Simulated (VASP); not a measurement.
Input of a VASP 6.6.1 run:

Contents of INCAR:

```
AGGAC    = 1.0          
AGGAX    = 1.0          
ALDAC    = 0.0          
ALDAX    = 1.0          
ALGO     = Normal         # electronic algorithm
EDIFF    = 1E-6           # SCF threshold, eV
ENCUT    = 520            # plane-wave cutoff, eV
GGA      = B5             # functional
ISIF     = 2              # what is computed and relaxed
ISMEAR   = -1             # smearing method
IVDW     = 12             # dispersion correction
LASPH    = T              # aspherical terms in the spheres
LCHARG   = T              # write CHGCAR
LELF     = T              # ELF
LREAL    = F              # projectors in reciprocal space
LVHAR    = T            
LWAVE    = F              # write WAVECAR
NBANDS   = 12             # bands
NELM     = 80             # most SCF steps
PREC     = Accurate       # precision mode
SIGMA    = 0.05           # smearing width, eV
VDW_A1   = 0.4298       
VDW_A2   = 4.2359       
VDW_S6   = 1.0          
VDW_S8   = 2.6996
```

File KPOINTS:

```
k-points
0
Gamma
  15 15 15
```

File POSCAR:

```
Cu
1.0
   -1.4422034379      1.4422034379      1.3436729178
    1.4422034379     -1.4422034379      1.3436729178
    1.4422034379      1.4422034379     -1.3436729178
Cu
1
Direct
    0.0000000000      0.0000000000      0.0000000000
```

Potentials or basis: VASP PAW PBE potentials, release 64 (Cu).

Launch:

```sh
$ cat potpaw_PBE.64/Cu/POTCAR > POTCAR
$ mpirun -np 1 vasp_std > vasp.out
```

Question: Estimate the dispersion energy per atom.

Answer: -1.395 eV.

Question: Estimate the pressure.

Answer: 0.7 GPa.

Caveat: the PAW data sets were made with another functional, which shifts forces and pressure a little; pairwise dispersion overbinds metals, which lowers pressure and volume.
